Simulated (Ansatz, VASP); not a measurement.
Two plane-wave programs on GaP

```
CELL_PARAMETERS angstrom
0.00000 2.69565 2.69565
2.69565 0.00000 2.69565
2.69565 2.69565 0.00000
ATOMIC_POSITIONS crystal
Ga 0.00000 0.00000 0.00000
P 0.25000 0.25000 0.25000
```

Alike in both runs: task single point; functional LDA; k mesh 8 × 8 × 8; occupations gaussian, width 0.02 eV; no spin polarisation.

```csv
,VASP,Ansatz
version,VASP 6.6.1,Ansatz 0.2.0
potentials or method,"VASP PAW LDA potentials, release 64 (Ga_d, P), cutoff 520 eV","scalar-relativistic, plane waves, PAW"
valence electrons in the cell,18,18
```

|  | VASP | Ansatz | Ansatz less VASP |
| --- | --- | --- | --- |
| gap on the k mesh at the Fermi level (eV) | 1.43 | 1.43 | +0.001 |
| least direct gap on the mesh (eV) | 1.91 | 1.88 | -0.029 |
| pressure (GPa) | 0.1 | 0.0 | -0.13 |

LDA's correlation is that of Perdew and Zunger in VASP and of Perdew and Wang (1992) in Ansatz.
